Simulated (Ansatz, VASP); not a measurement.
**InAs in VASP and in Ansatz**

```
In As
1.0
     0.00000    3.04389    3.04389
     3.04389    0.00000    3.04389
     3.04389    3.04389    0.00000
In As
1 1
Direct
  0.00000 0.00000 0.00000
  0.25000 0.25000 0.25000
```

Alike in both runs: task single point; functional PBE0; k mesh 4 × 4 × 4; occupations gaussian, width 0.1 eV; no spin polarisation.

|  | VASP | Ansatz |
| --- | --- | --- |
| version | VASP 6.6.1 | Ansatz 0.2.0 |
| potentials or method | VASP PAW PBE potentials, release 64 (In_d, As), cutoff 520 eV | scalar-relativistic, plane waves, PAW |
| valence electrons in the cell | 18 | 28 |

|  | VASP | Ansatz | Ansatz less VASP |
| --- | --- | --- | --- |
| gap on the k mesh at the Fermi level (eV) | 1.14 | 1.09 | -0.055 |
| least direct gap on the mesh (eV) | 1.14 | 1.09 | -0.055 |

The functional is the same, so the differences come from potentials, cutoffs and numerics. VASP's potentials hold 18 valence electrons a cell and Ansatz's 28, so a difference there can come from the potentials and not from the codes.

The k mesh is coarse, so the values compare programs but aren't converged.
